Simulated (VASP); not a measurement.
# TePb (Pm-3m) in VASP: density of states with PBE

Aim: the density of states of TePb with PBE.

Everything below comes from runs of VASP 6.6.1. Logs are shortened: lines on timing, memory, paths and dates and some standing lists are left out, and cuts for length are marked.

## Step 1: The cell of the first run

The structure is cubic, space group Pm-3m (No. 221). The conventional cell has a = 4.005 Å, b = 4.005 Å, c = 4.005 Å, α = 90.00°, β = 90.00°, γ = 90.00°. Pb (site symmetry m-3m) has 8 Te at 3.47 Å and 6 Pb at 4.01 Å within 4.6 Å. Te (site symmetry m-3m) has 8 Pb at 3.47 Å and 6 Te at 4.01 Å within 4.6 Å.

## Step 2: Density of states, PBE

Contents of POSCAR:

```
TePb
1.0
    4.0053937448      0.0000000000      0.0000000000
    0.0000000000      4.0053937448      0.0000000000
    0.0000000000      0.0000000000      4.0053937448
Pb Te
1 1
Direct
    0.0000000000      0.0000000000      0.0000000000
    0.5000000000      0.5000000000      0.5000000000
```

Contents of INCAR.step1:

```
PREC = Accurate ; ENCUT = 520
EDIFF = 1E-6 ; ISMEAR = 0
SIGMA = 0.05 ; LREAL = F
LASPH = T ; NELM = 100
ALGO = Normal ; ISIF = 2
LWAVE = F ; LCHARG = T
GGA = PE ; NBANDS = 17
```

Contents of KPOINTS.step1:

```
Automatic mesh
0
Gamma
  8 8 8
```

Contents of INCAR.step2:

```
PREC = Accurate ; ENCUT = 520
EDIFF = 1E-6 ; ISMEAR = -5
SIGMA = 0.05 ; LREAL = F
LASPH = T ; NELM = 100
ALGO = Normal ; ISIF = 2
LWAVE = F ; LCHARG = F
GGA = PE ; LORBIT = 10
NBANDS = 17 ; NEDOS = 2001
ICHARG = 11
```

Contents of KPOINTS.step2:

```
Automatic mesh
0
Gamma
  12 12 12
```

Potentials or basis: VASP PAW PBE potentials, release 64 (Pb_d, Te).

Command:

```
> cat potpaw_PBE.64/Pb_d/POTCAR potpaw_PBE.64/Te/POTCAR > POTCAR
> cp INCAR.step1 INCAR
> cp KPOINTS.step1 KPOINTS
> mpirun -np 1 vasp_std > vasp.out
> cp INCAR.step2 INCAR
> cp KPOINTS.step2 KPOINTS
> mpirun -np 1 vasp_std > vasp.out
```

OUTCAR:

```text
PREC = Accurate
   ENCUT = 520
   EDIFF = 1E-6
   ISMEAR = -5
   LREAL = F
   LASPH = T
   NELM = 100
   ISIF = 2
   GGA = PE
   LORBIT = 10
   ICHARG = 11

 ion  position               nearest neighbor table
   1  0.000  0.000  0.000-   2 3.47   2 3.47   2 3.47   2 3.47   2 3.47   2 3.47   2 3.47   2 3.47

   2  0.500  0.500  0.500-   1 3.47   1 3.47   1 3.47   1 3.47   1 3.47   1 3.47   1 3.47   1 3.47

  LATTYP: Found a simple cubic cell.
 ALAT       =     4.0053937448

  Lattice vectors:

 A1 = (   4.0053937448,   0.0000000000,   0.0000000000)
 A2 = (   0.0000000000,   4.0053937448,   0.0000000000)
 A3 = (   0.0000000000,   0.0000000000,   4.0053937448)

Analysis of symmetry for initial positions (statically):
=====================================================================
 Subroutine PRICEL returns:
 Original cell was already a primitive cell.

 Routine SETGRP: Setting up the symmetry group for a
 simple cubic supercell.

 Subroutine GETGRP returns: Found 48 space group operations
 (whereof 48 operations were pure point group operations)
 out of a pool of 48 trial point group operations.

The static configuration has the point symmetry O_h .

Analysis of symmetry for dynamics (positions and initial velocities):
=====================================================================
 Subroutine PRICEL returns:
 Original cell was already a primitive cell.

 Routine SETGRP: Setting up the symmetry group for a
 simple cubic supercell.

 Subroutine GETGRP returns: Found 48 space group operations
 (whereof 48 operations were pure point group operations)
 out of a pool of 48 trial point group operations.

The dynamic configuration has the point symmetry O_h .

 Subroutine INISYM returns: Found 48 space group operations
 (whereof 48 operations are pure point group operations),
 and found     1 'primitive' translations

----------------------------------------------------------------------------------------

                                     Primitive cell

  volume of cell :      64.2592

  direct lattice vectors                    reciprocal lattice vectors
     4.005393745  0.000000000  0.000000000     0.249663345  0.000000000  0.000000000
     0.000000000  4.005393745  0.000000000     0.000000000  0.249663345  0.000000000
     0.000000000  0.000000000  4.005393745     0.000000000  0.000000000  0.249663345

  length of vectors
     4.005393745  4.005393745  4.005393745     0.249663345  0.249663345  0.249663345

  position of ions in fractional coordinates (direct lattice)
     0.000000000  0.000000000  0.000000000
     0.500000000  0.500000000  0.500000000

  ion indices of the primitive-cell ions
   primitive index   ion index
                 1           1
                 2           2

----------------------------------------------------------------------------------------

 KPOINTS: Automatic mesh

Automatic generation of k-mesh.
 Grid dimensions read from file:
 generate k-points for:   12   12   12

 Generating k-lattice:

  Cartesian coordinates                     Fractional coordinates (reciprocal lattice)
     0.020805279  0.000000000  0.000000000     0.083333333  0.000000000  0.000000000
     0.000000000  0.020805279  0.000000000     0.000000000  0.083333333  0.000000000
     0.000000000  0.000000000  0.020805279     0.000000000  0.000000000  0.083333333

  Length of vectors
     0.020805279  0.020805279  0.020805279

  Shift w.r.t. Gamma in fractional coordinates (k-lattice)
     0.000000000  0.000000000  0.000000000

 TETIRR: Found    854 inequivalent tetrahedra from    10368

 Subroutine IBZKPT returns following result:
 ===========================================

 Found     84 irreducible k-points:

 Following reciprocal coordinates:
            Coordinates               Weight
  0.000000  0.000000  0.000000      1.000000
  0.083333  0.000000  0.000000      6.000000
  0.166667  0.000000  0.000000      6.000000
  0.250000  0.000000  0.000000      6.000000
  0.333333  0.000000  0.000000      6.000000
  0.416667  0.000000  0.000000      6.000000
[... 16 lines left out ...]
  0.333333  0.333333  0.000000     12.000000
  0.416667  0.333333  0.000000     24.000000
 [... further k-points ...]
   k-points           NKPTS =     84   k-points in BZ     NKDIM =     84   number of bands    NBANDS=     17
   number of dos      NEDOS =   2001   number of ions     NIONS =      2
   total plane-waves  NPLWV =  27000
   dimension x,y,z NGX =    30 NGY =   30 NGZ =   30
   dimension x,y,z NGXF=    60 NGYF=   60 NGZF=   60
   ions per type =               1   1
   NGX,Y,Z   is equivalent  to a cutoff of  12.45, 12.45, 12.45 a.u.
   NGXF,Y,Z  is equivalent  to a cutoff of  24.90, 24.90, 24.90 a.u.
 SYSTEM =  unknown system
   PREC   = accura    normal or accurate (medium, high low for compatibility)
   ISTART =      0    job   : 0-new  1-cont  2-samecut
   ICHARG =     11    charge: 1-file 2-atom 10-const
   ISPIN  =      1    spin polarized calculation?
   LNONCOLLINEAR =      F non collinear calculations
   LSORBIT =      F    spin-orbit coupling
   LASPH  =      T    aspherical Exc in radial PAW
   ENCUT  =  520.0 eV  38.22 Ry    6.18 a.u.   7.45  7.45  7.45*2*pi/ulx,y,z
   NELM   =    100;   NELMIN=  2; NELMDL=  0     # of ELM steps
   EDIFF  = 0.1E-05   stopping-criterion for ELM
   LREAL  =      F    real-space projection
   EDIFFG = 0.1E-04   stopping-criterion for IOM
   NSW    =      0    number of steps for IOM
   IBRION =     -1    ionic relax: 0-MD 1-quasi-New 2-CG
   NFREE  =      0    steps in history (QN), initial steepest desc. (CG)
   ISIF   =      2    stress and relaxation
   ISYM   =      2    0-nonsym 1-usesym 2-fastsym
   POTIM  = 0.5000    time-step for ionic-motion
   TEBEG  =    0.0;   TEEND  =   0.0 temperature during run
   PSTRESS=    0.0 pullay stress
   NELECT =      20.0000    total number of electrons
   NUPDOWN=      -1.0000    fix difference up-down
   EMIN   =  10.00;   EMAX   =-10.00  energy-range for DOS
   EFERMI =   0.00;   METHOD = LEGACY
   ISMEAR =    -5;   SIGMA  =   0.05  broadening in eV -4-tet -1-fermi 0-gaus
   EFERMI_NEDOS =   21; number of points for ismear=-14 and -15
   IALGO  =     38    algorithm
   IMIX   =      4    mixing-type and parameters
     AMIX     =   0.40;   BMIX     =  1.00
     AMIX_MAG =   1.60;   BMIX_MAG =  1.00
  volume/ion in A,a.u.               =      32.13       216.82
  Fermi-wavevector in a.u.,A,eV,Ry     =   1.109446  2.096549 16.747018  1.230871
  Thomas-Fermi vector in A             =   2.245986
   LORBIT       =     10    0 simple, 1 ext, 2 COOP (PROOUT), +10 PAW based schemes
   GGA     = PE    functional components
   LHFCALC =     F    Hartree Fock is set to
   AEXX    =    0.0000 exact exchange contribution
   IVDW    =     0    specifies the selected vdW correction
   LEPSILON=     F    determine dielectric tensor
   LRPA    =     F    only Hartree local field effects (RPA)
 non-spin polarized calculation
 Fermi weights with tetrahedron method with Bloechl corrections
  energy-cutoff  :      520.00
  volume of cell :       64.26
 maximum number of plane-waves:      1759
 NGX is ok and might be reduce to    30

 number of electron      20.0000010 magnetization

 Free energy of the ion-electron system (eV)
  ---------------------------------------------------
  ext. energy  EPLUGINS =         0.00000000
  ---------------------------------------------------
  free energy    TOTEN  =        -7.06842768 eV

  energy without entropy =       -7.06842768  energy(sigma->0) =       -7.06842768

 E-fermi :   6.2381     XC(G=0):  -9.6713

 val. band max:        6.3049352671   @ k =   0.5000   0.1667   0.0000
 cond. band min:       6.2723357329   @ k =   0.4167   0.3333   0.3333
 fundamental gap:     -0.0325995343
 Fermi energy:         6.2380921490

 k-point     1 :       0.0000    0.0000    0.0000
  band No.  band energies     occupation
      1     -10.8134      2.00000
      2     -10.8134      2.00000
      3     -10.7327      2.00000
      4     -10.7327      2.00000
      5     -10.7327      2.00000
      6      -5.7788      2.00000
[... 9 lines left out ...]
     16      16.2895      0.00000
     17      17.3744      0.00000

 k-point     2 :       0.0833    0.0000    0.0000
  band No.  band energies     occupation
      1     -10.8132      2.00000
      2     -10.8088      2.00000
      3     -10.7344      2.00000
      4     -10.7344      2.00000
      5     -10.7326      2.00000
      6      -5.7234      2.00000
[... 9 lines left out ...]
     16      16.7090      0.00000
     17      16.9635      0.00000

 k-point     3 :       0.1667    0.0000    0.0000
  band No.  band energies     occupation
      1     -10.8126      2.00000
      2     -10.7963      2.00000
      3     -10.7390      2.00000
      4     -10.7390      2.00000
      5     -10.7323      2.00000
      6      -5.5597      2.00000
[... 9 lines left out ...]
     16      16.0862      0.00000
     17      16.7212      0.00000

 k-point     4 :       0.2500    0.0000    0.0000
  band No.  band energies     occupation
      1     -10.8117      2.00000
      2     -10.7792      2.00000
      3     -10.7452      2.00000
      4     -10.7452      2.00000
      5     -10.7319      2.00000
      6      -5.2968      2.00000
[... 9 lines left out ...]
     16      15.0653      0.00000
     17      16.8128      0.00000
[... 343 lines left out ...]
      1     -10.7884      2.00000
      2     -10.7802      2.00000
      3     -10.7550      2.00000
      4     -10.7417      2.00000
      5     -10.7289      2.00000
      6      -4.1124      2.00000
[... 9 lines left out ...]
     16      15.1767      0.00000
     17      15.6983      0.00000

 k-point    23 :       0.3333    0.3333    0.0000
  band No.  band energies     occupation
      1     -10.7852      2.00000
      2     -10.7813      2.00000
      3     -10.7488      2.00000
      4     -10.7475      2.00000
      5     -10.7321      2.00000
      6      -4.2732      2.00000
[... 9 lines left out ...]
     16      14.3926      0.00000
     17      16.0247      0.00000

 k-point    24 :       0.4167    0.3333    0.0000
  band No.  band energies     occupation
      1     -10.7887      2.00000
      2     -10.7821      2.00000
      3     -10.7522      2.00000
      4     -10.7473      2.00000
      5     -10.7214      2.00000
      6      -4.0301      2.00000
[... 9 lines left out ...]
     16      14.3627      0.00000
     17      15.2666      0.00000

 [... further k-points ...]
[... 5 lines left out ...]
  --------------------------------------------------------------------------------------
  -------------------------------------------------------------------------------------
  Total       -0.0111463     -0.0111463     -0.0111463      0.0000000      0.0000000      0.0000000
  in kB       -0.2779110     -0.2779110     -0.2779110      0.0000000      0.0000000      0.0000000
  external PRESSURE =      -0.2779110 kB  Pullay stress =       0.0000000 kB

 VOLUME and BASIS-vectors are now :
 -----------------------------------------------------------------------------
  energy-cutoff  :      520.00
  volume of cell :       64.26
      direct lattice vectors                 reciprocal lattice vectors
     4.005393745  0.000000000  0.000000000     0.249663345  0.000000000  0.000000000
     0.000000000  4.005393745  0.000000000     0.000000000  0.249663345  0.000000000
     0.000000000  0.000000000  4.005393745     0.000000000  0.000000000  0.249663345

 POSITION                                       TOTAL-FORCE (eV/Angst)
 -----------------------------------------------------------------------------------
      0.00000      0.00000      0.00000         0.000000      0.000000      0.000000
      2.00270      2.00270      2.00270         0.000000      0.000000      0.000000
 -----------------------------------------------------------------------------------
    total drift:                               -0.000000     -0.000000     -0.000000

  FREE ENERGIE OF THE ION-ELECTRON SYSTEM (eV)
  ---------------------------------------------------
  free  energy   TOTEN  =        -7.0684276829 eV

  energy  without entropy=       -7.0684276829  energy(sigma->0) =       -7.06842768

 total charge

# of ion       s       p       d       tot
------------------------------------------
    1        1.463   0.530   9.826  11.819
    2        1.395   1.934   0.018   3.348
--------------------------------------------------
tot          2.858   2.464   9.845  15.167
```

Run time: 87 s. Hardware: 1 thread of AMD EPYC 7R13, shared host; peak memory 0.2 GiB.

Results:

| Property | Result |
| --- | --- |
| Valence electrons inside the program's atomic spheres | Pb 11.82; Te 3.35 |

Caveat: spin-orbit coupling is left out, which moves the levels of the heavy elements; tetrahedron occupations give inexact forces and stress in metals.
